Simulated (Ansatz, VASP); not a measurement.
# Pb: VASP beside Ansatz

File INCAR:

```
PREC = Accurate
ENCUT = 520
EDIFF = 1E-6
ISMEAR = -1
SIGMA = 0.1
LREAL = F
LASPH = T
NELM = 60
ALGO = Normal
ISIF = 2
LWAVE = F
LCHARG = F
GGA = PS
NBANDS = 28
```

Contents of KPOINTS:

```
regular mesh
0
Gamma
  8 8 11
```

Contents of POSCAR:

```
Pb
1.0
    5.5617097157      0.0000000000      0.0000000000
   -2.7808548579      4.8165819023      0.0000000000
    0.0000000000      0.0000000000      3.3786890005
Pb
3
Direct
    1.0000000000      1.0000000000      0.0000000000
    0.3333333333      0.6666666667      0.5000000000
    0.6666666667      0.3333333333      0.5000000000
```

Input for Ansatz:

```yaml
crystal:
  lattice:
    - [5.5617097157, 0.0, 0.0]
    - [-2.7808548579, 4.8165819023, 0.0]
    - [0.0, 0.0, 3.3786890005]
  atoms:
    - { symbol: Pb, position: [1.0, 1.0, 0.0] }
    - { symbol: Pb, position: [0.3333333333, 0.6666666667, 0.5] }
    - { symbol: Pb, position: [0.6666666667, 0.3333333333, 0.5] }
hamiltonian:
  xc: pbesol
  pseudopotentials:
    kind: paw
    azcp:
      Pb: "pseudopotentials/Pb.paw.azcp"
basis:
  ecutwfc: 420
  fft_grid_basis: typed
kpoints:
  mp_grid: { grid: [8, 8, 11], shift: [0, 0, 0] }
magnetization:
  spin_polarized: false
scf:
  occupations: { method: fermi_dirac, width: 0.1 }
  lower_state_search: "off"
output:
  stress: true
```

Alike in both runs: task single point; functional PBEsol; k mesh 8 × 8 × 11; occupations fermi-dirac, width 0.1 eV; no spin polarisation.

|  | VASP | Ansatz |
| --- | --- | --- |
| version | VASP 6.6.1 | Ansatz 0.2.0 |
| potentials or method | VASP PAW PBE potentials, release 64 (Pb_d), cutoff 520 eV | plane waves (420 eV) with PAW, scalar-relativistic |
| valence electrons in the cell | 42 | 42 |

Ansatz gave:

| Item | Value |
| --- | --- |
| pressure (GPa) | 0.1 |
| traceless stress, the component that is largest in VASP (GPa) | -0.71 |

Task: Estimate VASP's values.

Result: Pressure (GPa): 0.0; traceless stress, the component that is largest in VASP (GPa): -0.71.

VASP's potentials were made for PBE, not for PBEsol, and Ansatz warns of the same on its side. The functional is the same, so the differences come from potentials, cutoffs and numerics.

Neither program's run includes spin-orbit coupling.
